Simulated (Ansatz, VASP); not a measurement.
# Si: VASP beside Ansatz

```xyz
4
Lattice="1.9606 1.1320 5.8323 -1.9606 1.1320 5.8323 0.0000 -2.2639 5.8323" Properties=species:S:1:pos:R:3 pbc="T T T"
Si    0.0000    0.0000   16.2205
Si    0.0000    0.0000    3.9253
Si    0.0000    0.0000   13.5716
Si    0.0000    0.0000    1.2764
```

Alike in both runs: functional r2SCAN; k mesh 12 × 12 × 12; occupations gaussian, width 0.1 eV; no spin polarisation.

Ansatz relaxed the structure, and its values are those at the end. VASP's run is a single point on that final structure, the one shown.

```csv
,VASP,Ansatz
version,VASP 6.6.1,Ansatz 0.2.0
potentials or method,"VASP PAW PBE potentials, release 64 (Si), cutoff 520 eV","scalar-relativistic, plane waves, PAW"
valence electrons in the cell,16,16
```

|  | VASP | Ansatz | Ansatz less VASP |
| --- | --- | --- | --- |
| gap on the k mesh at the Fermi level (eV) | none | none | - |
| pressure (GPa) | -0.2 | 0.0 | +0.16 |
| rms of the force components (eV/Å) | 0.011 | 0.003 | -0.0079 |

VASP's potentials were made for PBE, not for r2SCAN. A gap of «none» marks a metal or a gap that the smearing closes.
